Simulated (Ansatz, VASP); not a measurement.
One calculation of MnS, two programs

```
CELL_PARAMETERS angstrom
0.00000 2.75898 2.75898
2.75898 0.00000 2.75898
2.75898 2.75898 0.00000
ATOMIC_POSITIONS crystal
Mn 0.00000 0.00000 0.00000
S 0.25000 0.25000 0.25000
```

Alike in both runs: task single point; functional PBEsol; k mesh 14 × 14 × 14; occupations gaussian, width 0.1 eV; collinear spin.

|  | VASP | Ansatz |
| --- | --- | --- |
| version | VASP 6.6.1 | Ansatz 0.2.0 |
| potentials or method | VASP PAW PBE potentials, release 64 (Mn_pv, S), cutoff 520 eV | scalar-relativistic, plane waves, PAW |
| valence electrons in the cell | 19 | 21 |

```tsv
	VASP	Ansatz	Ansatz less VASP
gap on the k mesh at the Fermi level (eV)	none	none	-
pressure (GPa)	-0.7	-0.8	-0.14
net moment per atom (μB)	2.37	2.37	-0.001
size of the moment on the site where the two differ most (μB)	4.20	4.00	-0.194
```

VASP's potentials were made for PBE, not for PBEsol. Site moments also hang on the region over which each program counts them. A gap of «none» marks a metal or a gap that the smearing closes. VASP's potentials hold 19 valence electrons a cell and Ansatz's 21, so a difference there can come from the potentials and not from the codes.
